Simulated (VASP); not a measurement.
# SiC (rock salt) (Fm-3m) in VASP: further runs

SiC (rock salt) is run at these levels: PBEsol; tasks: single point.

Program: VASP 6.6.1. These are calculated values, not measurements. Logs are shortened: lines on timing, memory, paths and dates and some standing lists are left out, and cuts for length are marked.

## 1. The cell of the first run

It takes space group Fm-3m (No. 225, cubic). Conventional cell: a = 4.080 Å, b = 4.080 Å, c = 4.080 Å, α = 90.00°, β = 90.00°, γ = 90.00°. Within 2.7 Å of Si (site symmetry m-3m) lie 6 C at 2.04 Å. C (site symmetry m-3m) has 6 Si at 2.04 Å within 2.7 Å.

## 2. Single point, PBEsol (volume scaled by 1.03)

INCAR reads:

```
SYSTEM = SiC
PREC = Accurate ; ENCUT = 520
EDIFF = 1E-6 ; ISMEAR = 0
SIGMA = 0.05 ; LREAL = .False.
LASPH = .True. ; NELM = 100
ALGO = Normal ; ISIF = 2
LWAVE = .False. ; LCHARG = .True.
GGA = PS ; LELF = .True.
LVHAR = .True. ; NBANDS = 11
```

KPOINTS reads:

```
regular mesh
0
Gamma
  16 16 16
  0 0 0
```

POSCAR reads:

```
SiC
1.0
    0.0000000000      2.0400013008      2.0400013008
    2.0400013008      0.0000000000      2.0400013008
    2.0400013008      2.0400013008      0.0000000000
Si C
1 1
Direct
    0.0000000000      0.0000000000      0.0000000000
    0.5000000000      0.5000000000      0.5000000000
```

Potentials or basis: VASP PAW PBE potentials, release 64 (Si, C).

Run with:

```bash
cat potpaw_PBE.64/Si/POTCAR potpaw_PBE.64/C/POTCAR > POTCAR
mpirun -np 1 vasp_std > vasp.out
```

OUTCAR:

```text
SYSTEM = SiC
   PREC = Accurate
   ENCUT = 520
   EDIFF = 1E-6
   ISMEAR = 0
   LREAL = .False.
   LASPH = .True.
   NELM = 100
   ISIF = 2
   GGA = PS

 ion  position               nearest neighbor table
   1  0.000  0.000  0.000-   2 2.04   2 2.04   2 2.04   2 2.04   2 2.04   2 2.04
   2  0.500  0.500  0.500-   1 2.04   1 2.04   1 2.04   1 2.04   1 2.04   1 2.04

  LATTYP: Found a face centered cubic cell.
 ALAT       =     4.0800026016

  Lattice vectors:

 A1 = (   0.0000000000,   2.0400013008,   2.0400013008)
 A2 = (   2.0400013008,   0.0000000000,   2.0400013008)
 A3 = (   2.0400013008,   2.0400013008,   0.0000000000)

Analysis of symmetry for initial positions (statically):
=====================================================================
 Subroutine PRICEL returns:
 Original cell was already a primitive cell.

 Routine SETGRP: Setting up the symmetry group for a
 face centered cubic supercell.

 Subroutine GETGRP returns: Found 48 space group operations
 (whereof 48 operations were pure point group operations)
 out of a pool of 48 trial point group operations.

The static configuration has the point symmetry O_h .

Analysis of symmetry for dynamics (positions and initial velocities):
=====================================================================
 Subroutine PRICEL returns:
 Original cell was already a primitive cell.

 Routine SETGRP: Setting up the symmetry group for a
 face centered cubic supercell.

 Subroutine GETGRP returns: Found 48 space group operations
 (whereof 48 operations were pure point group operations)
 out of a pool of 48 trial point group operations.

The dynamic configuration has the point symmetry O_h .

 Subroutine INISYM returns: Found 48 space group operations
 (whereof 48 operations are pure point group operations),
 and found     1 'primitive' translations

----------------------------------------------------------------------------------------

                                     Primitive cell

  volume of cell :      16.9794

  direct lattice vectors                    reciprocal lattice vectors
     0.000000000  2.040001301  2.040001301    -0.245097883  0.245097883  0.245097883
     2.040001301  0.000000000  2.040001301     0.245097883 -0.245097883  0.245097883
     2.040001301  2.040001301  0.000000000     0.245097883  0.245097883 -0.245097883

  length of vectors
     2.884997507  2.884997507  2.884997507     0.424521986  0.424521986  0.424521986

  position of ions in fractional coordinates (direct lattice)
     0.000000000  0.000000000  0.000000000
     0.500000000  0.500000000  0.500000000

[... 81 lines left out ...]
   NFREE  =      0    steps in history (QN), initial steepest desc. (CG)
   ISIF   =      2    stress and relaxation
   ISYM   =      2    0-nonsym 1-usesym 2-fastsym
   POTIM  = 0.5000    time-step for ionic-motion
   TEBEG  =    0.0;   TEEND  =   0.0 temperature during run
   PSTRESS=    0.0 pullay stress
   NELECT =       8.0000    total number of electrons
   NUPDOWN=      -1.0000    fix difference up-down
   EMIN   =  10.00;   EMAX   =-10.00  energy-range for DOS
   EFERMI =   0.00;   METHOD = LEGACY
   ISMEAR =     0;   SIGMA  =   0.05  broadening in eV -4-tet -1-fermi 0-gaus
   EFERMI_NEDOS =   21; number of points for ismear=-14 and -15
   IALGO  =     38    algorithm
   IMIX   =      4    mixing-type and parameters
     AMIX     =   0.40;   BMIX     =  1.00
     AMIX_MAG =   1.60;   BMIX_MAG =  1.00
  volume/ion in A,a.u.               =       8.49        57.29
  Fermi-wavevector in a.u.,A,eV,Ry     =   1.273887  2.407298 22.079387  1.622789
  Thomas-Fermi vector in A             =   2.406686
   LORBIT       =      0    0 simple, 1 ext, 2 COOP (PROOUT), +10 PAW based schemes
   GGA     = PS    functional components
   LHFCALC =     F    Hartree Fock is set to
   AEXX    =    0.0000 exact exchange contribution
   IVDW    =     0    specifies the selected vdW correction
   LEPSILON=     F    determine dielectric tensor
   LRPA    =     F    only Hartree local field effects (RPA)
 non-spin polarized calculation
 Gauss-broadening in eV      SIGMA  =   0.05
  energy-cutoff  :      520.00
  volume of cell :       16.98
 maximum number of plane-waves:       469
 NGX is ok and might be reduce to    24
   NGX = 11   NGY = 11   NGZ = 11

 number of electron       8.0000000 magnetization

 Free energy of the ion-electron system (eV)
  ---------------------------------------------------
  ext. energy  EPLUGINS =         0.00000000
  ---------------------------------------------------
  free energy    TOTEN  =       -14.58962629 eV

  energy without entropy =      -14.58906125  energy(sigma->0) =      -14.58934377

 E-fermi :  11.9221     XC(G=0): -12.6860

 val. band max:       11.9001792355   @ k =  -0.1875   0.0625   0.0000
 cond. band min:      11.9277133099   @ k =   0.5000   0.4375   0.0625
 fundamental gap:      0.0275340745
 Fermi energy:        11.9221218057

 k-point     1 :       0.0000    0.0000    0.0000
  band No.  band energies     occupation
      1      -6.2129      2.00000
      2      12.0064      0.01716
      3      12.0064      0.01716
      4      12.0064      0.01716
      5      19.1069      0.00000
      6      20.8588      0.00000
      7      20.8588      0.00000
      8      20.8588      0.00000
      9      24.3791      0.00000
     10      24.3791      0.00000
     11      24.3791      0.00000
[... 309 lines left out ...]
 k-point    24 :      -0.0625    0.0625    0.0000
  band No.  band energies     occupation
      1      -5.9634      2.00000
      2      10.9162      2.00000
      3      11.4142      2.00000
      4      12.0612      0.00008
      5      19.5483      0.00000
      6      20.3463      0.00000
      7      21.1301      0.00000
      8      21.4369      0.00000
      9      21.8320      0.00000
     10      23.3075      0.00000
     11      24.6764      0.00000

 [... further k-points ...]
[... 5 lines left out ...]
  --------------------------------------------------------------------------------------
  -------------------------------------------------------------------------------------
  Total       -0.7970698     -0.7970698     -0.7970698     -0.0000000     -0.0000000      0.0000000
  in kB      -75.2117315    -75.2117315    -75.2117315     -0.0000000     -0.0000000      0.0000000
  external PRESSURE =     -75.2117315 kB  Pullay stress =       0.0000000 kB

 VOLUME and BASIS-vectors are now :
 -----------------------------------------------------------------------------
  energy-cutoff  :      520.00
  volume of cell :       16.98
      direct lattice vectors                 reciprocal lattice vectors
     0.000000000  2.040001301  2.040001301    -0.245097883  0.245097883  0.245097883
     2.040001301  0.000000000  2.040001301     0.245097883 -0.245097883  0.245097883
     2.040001301  2.040001301  0.000000000     0.245097883  0.245097883 -0.245097883

 POSITION                                       TOTAL-FORCE (eV/Angst)
 -----------------------------------------------------------------------------------
      0.00000      0.00000      0.00000        -0.000000     -0.000000      0.000000
      2.04000      2.04000      2.04000         0.000000      0.000000     -0.000000
 -----------------------------------------------------------------------------------
    total drift:                               -0.000000     -0.000000      0.000000

  FREE ENERGIE OF THE ION-ELECTRON SYSTEM (eV)
  ---------------------------------------------------
  free  energy   TOTEN  =       -14.5896262929 eV

  energy  without entropy=      -14.5890612464  energy(sigma->0) =      -14.58934377
```

OSZICAR:

```text
N       E                     dE             d eps       ncg     rms          rms(c)
DAV:   1     0.878230950442E+00    0.87823E+00   -0.41313E+03  3433   0.627E+02
DAV:   2    -0.154475946894E+02   -0.16326E+02   -0.15321E+02  4051   0.104E+02
DAV:   3    -0.158947555945E+02   -0.44716E+00   -0.44604E+00  3865   0.133E+01
DAV:   4    -0.158957639529E+02   -0.10084E-02   -0.10083E-02  3543   0.783E-01
DAV:   5    -0.158957663564E+02   -0.24035E-05   -0.24035E-05  3767   0.362E-02    0.791E+00
DAV:   6    -0.146175358051E+02    0.12782E+01   -0.44430E+00  3439   0.942E+00    0.340E+00
DAV:   7    -0.145941876668E+02    0.23348E-01   -0.27505E-01  3701   0.302E+00    0.141E+00
DAV:   8    -0.145900634156E+02    0.41243E-02   -0.73282E-03  3361   0.556E-01    0.283E-01
DAV:   9    -0.145896227474E+02    0.44067E-03   -0.13816E-03  3526   0.185E-01    0.119E-01
DAV:  10    -0.145896258969E+02   -0.31494E-05   -0.47226E-05  3469   0.491E-02    0.240E-02
DAV:  11    -0.145896262929E+02   -0.39604E-06   -0.16887E-06  3319   0.113E-02
   1 F= -.14589626E+02 E0= -.14589344E+02  d E =-.565047E-03
```

Run time: 8.9 s. Hardware: 1 thread of Intel Xeon 6975P-C (Granite Rapids), shared host; peak memory 0.14 GiB.

What came out:

- Free energy: -14.5896 eV
- Pressure: -7.5 GPa
- Band gap on the k mesh: zero (band 4 reaches 12.09 eV, above the bottom of band 5 at 10.92 eV)

Levels at points of the mesh, in eV from the Fermi level:
```tsv
k point	band 1	band 2	band 3	band 4	band 5	band 6	band 7	band 8
(0.00, 0.00, 0.00)	-18.14	0.08	0.08	0.08	7.18	8.94	8.94	8.94
(0.50, 0.00, 0.00)	-13.03	-11.32	-0.92	-0.92	5.19	5.19	5.80	9.37
(0.50, 0.50, 0.00)	-11.30	-9.57	-4.15	-4.15	-1.00	2.59	14.54	14.54
```

Caveat: the PAW data sets were made with another functional, which shifts forces and pressure a little.

## 3. Single point, PBEsol (volume scaled by 0.7)

INCAR reads:

```
SYSTEM = SiC
PREC     = Accurate       ! precision mode
ENCUT    = 600            ! plane-wave cutoff, eV
EDIFF    = 1E-6           ! SCF threshold, eV
ISMEAR   = 0              ! smearing method
SIGMA    = 0.05           ! smearing width, eV
LREAL    = .FALSE.        ! projectors in reciprocal space
LASPH    = .TRUE.         ! aspherical terms in the spheres
NELM     = 120            ! most SCF steps
ALGO     = Normal         ! electronic algorithm
ISIF     = 2              ! what is computed and relaxed
LWAVE    = .FALSE.        ! write WAVECAR
LCHARG   = .FALSE.        ! write CHGCAR
GGA      = PS             ! functional
NBANDS   = 11             ! bands
GGA_COMPAT= .FALSE.
```

KPOINTS reads:

```
regular mesh
0
G
  16 16 16
  0 0 0
```

POSCAR reads:

```
SiC
1.0
    0.0000000000      1.7935660835      1.7935660835
    1.7935660835      0.0000000000      1.7935660835
    1.7935660835      1.7935660835      0.0000000000
Si C
1 1
Direct
    0.0000000000      0.0000000000      0.0000000000
    0.5000000000      0.5000000000      0.5000000000
```

Potentials or basis: VASP PAW PBE potentials, release 64 (Si, C).

Run with:

```bash
cat potpaw_PBE.64/Si/POTCAR potpaw_PBE.64/C/POTCAR > POTCAR
mpirun -np 1 vasp_std > vasp.out
```

Wall time 14 s (1 thread of Intel Xeon Platinum 8375C at 2.90GHz (Ice Lake), shared host); peak memory 0.13 GiB.

It converged, with:

| Item | Value |
| --- | --- |
| Free energy | -12.4100 eV |
| Pressure | 193.4 GPa |
| Band gap on the k mesh | 0.43 eV, indirect (least direct gap 6.37 eV) |

Levels at points of the mesh, in eV from the valence-band top:
```csv
k point,band 1,band 2,band 3,band 4,band 5,band 6,band 7,band 8,band 9
"(0.00, 0.00, 0.00)",-23.23,0.00,0.00,0.00,8.89,8.89,8.89,15.17,15.73
"(0.50, 0.00, 0.00)",-16.44,-14.92,-2.26,-2.26,7.16,7.16,8.28,13.75,19.82
"(0.50, 0.50, 0.00)",-13.58,-13.55,-5.94,-5.94,0.43,1.97,20.35,20.85,20.85
```

Caveat: the PAW data sets were made with another functional, which shifts forces and pressure a little. A k mesh can miss the band edges.

## 4. Single point, PBEsol (volume scaled by 0.74)

INCAR reads:

```
PREC = Accurate
ENCUT = 600
EDIFF = 1E-6
ISMEAR = 0
SIGMA = 0.05
LREAL = False
LASPH = True
NELM = 120
ALGO = Normal
ISIF = 2
LWAVE = False
LCHARG = False
GGA = PS
NBANDS = 11
GGA_COMPAT = False
```

KPOINTS reads:

```
Automatic mesh
0
Gamma
  16 16 16
```

POSCAR reads:

```
SiC
1.0
    0.0000000000      1.8270984227      1.8270984227
    1.8270984227      0.0000000000      1.8270984227
    1.8270984227      1.8270984227      0.0000000000
Si C
1 1
Direct
    0.0000000000      0.0000000000      0.0000000000
    0.5000000000      0.5000000000      0.5000000000
```

Run with:

```bash
cat potpaw_PBE.64/Si/POTCAR potpaw_PBE.64/C/POTCAR > POTCAR
mpirun -np 1 vasp_std > vasp.out
```

Run time: 18 s. Hardware: 1 thread of Intel Xeon Platinum 8375C at 2.90GHz (Ice Lake), shared host; peak memory 0.15 GiB.

It converged, with:

```
Free energy            : -13.1066 eV
Pressure               : 146.1 GPa
Band gap on the k mesh : 0.78 eV, indirect (least direct gap 6.45 eV)
```

Levels at points of the mesh, in eV from the valence-band top:
| k point | band 2 | band 3 | band 4 | band 5 | band 6 | band 7 |
| --- | --- | --- | --- | --- | --- | --- |
| (0.00, 0.00, 0.00) | 0.00 | 0.00 | 0.00 | 8.90 | 8.90 | 8.90 |
| (0.50, 0.00, 0.00) | -14.35 | -2.04 | -2.04 | 6.82 | 6.82 | 7.90 |
| (0.50, 0.50, 0.00) | -12.96 | -5.67 | -5.67 | 0.78 | 1.45 | 19.47 |

Caveat: the PAW data sets were made with another functional, which shifts forces and pressure a little. A k mesh can miss the band edges.

## 5. Single point, PBEsol (volume scaled by 0.78)

INCAR reads:

```
PREC     = Accurate       # precision mode
ENCUT    = 600            # plane-wave cutoff, eV
EDIFF    = 1E-6           # SCF threshold, eV
ISMEAR   = 0              # smearing method
SIGMA    = 0.05           # smearing width, eV
LREAL    = F              # projectors in reciprocal space
LASPH    = T              # aspherical terms in the spheres
NELM     = 120            # most SCF steps
ALGO     = Normal         # electronic algorithm
ISIF     = 2              # what is computed and relaxed
LWAVE    = F              # write WAVECAR
LCHARG   = F              # write CHGCAR
GGA      = PS             # functional
NBANDS   = 11             # bands
GGA_COMPAT= F
```

KPOINTS reads:

```
regular mesh
0
Gamma
  16 16 16
```

POSCAR reads:

```
SiC
1.0
    0.0000000000      1.8594431447      1.8594431447
    1.8594431447      0.0000000000      1.8594431447
    1.8594431447      1.8594431447      0.0000000000
Si C
1 1
Direct
    0.0000000000      0.0000000000      0.0000000000
    0.5000000000      0.5000000000      0.5000000000
```

Run with:

```bash
cat potpaw_PBE.64/Si/POTCAR potpaw_PBE.64/C/POTCAR > POTCAR
mpirun -np 1 vasp_std > vasp.out
```

Wall time 20 s (1 thread of Intel Xeon Platinum 8375C at 2.90GHz (Ice Lake), shared host); peak memory 0.15 GiB.

The run converged. Its results:

| Item | Value |
| --- | --- |
| Free energy | -13.6282 eV |
| Pressure | 108.1 GPa |
| Band gap on the k mesh | 0.98 eV, indirect (least direct gap 6.40 eV) |

Levels at points of the mesh, in eV from the valence-band top:
| k point | band 1 | band 2 | band 3 | band 4 | band 5 | band 6 | band 7 | band 8 |
| --- | --- | --- | --- | --- | --- | --- | --- | --- |
| (0.00, 0.00, 0.00) | -21.72 | 0.00 | 0.00 | 0.00 | 8.90 | 8.90 | 8.90 | 12.63 |
| (0.50, 0.00, 0.00) | -15.43 | -13.83 | -1.85 | -1.85 | 6.50 | 6.50 | 7.54 | 12.50 |
| (0.50, 0.50, 0.00) | -12.89 | -12.39 | -5.43 | -5.43 | 0.98 | 1.09 | 18.66 | 18.86 |

Caveat: the PAW data sets were made with another functional, which shifts forces and pressure a little.

## 6. Overview

| cell | cutoff (eV) | gap on the mesh (eV) | pressure (GPa) |
| --- | --- | --- | --- |
| a = 2.885 Å, angles 60.0°, 2 atoms | 520 | none | -7.5 |
| a = 2.536 Å, angles 60.0°, 2 atoms | 600 | 0.43 | 193.4 |
| a = 2.584 Å, angles 60.0°, 2 atoms | 600 | 0.78 | 146.1 |
| a = 2.630 Å, angles 60.0°, 2 atoms | 600 | 0.98 | 108.1 |

Alike in all rows: task single point; level PBEsol; potentials or basis VASP PAW PBE potentials, release 64 (Si, C); no spin polarisation; k mesh 16 × 16 × 16; smearing gaussian 0.05 eV.

Caveats: the PAW data sets were made with another functional, which shifts forces and pressure a little.

Absolute energies hang on the potentials; compare differences alone.
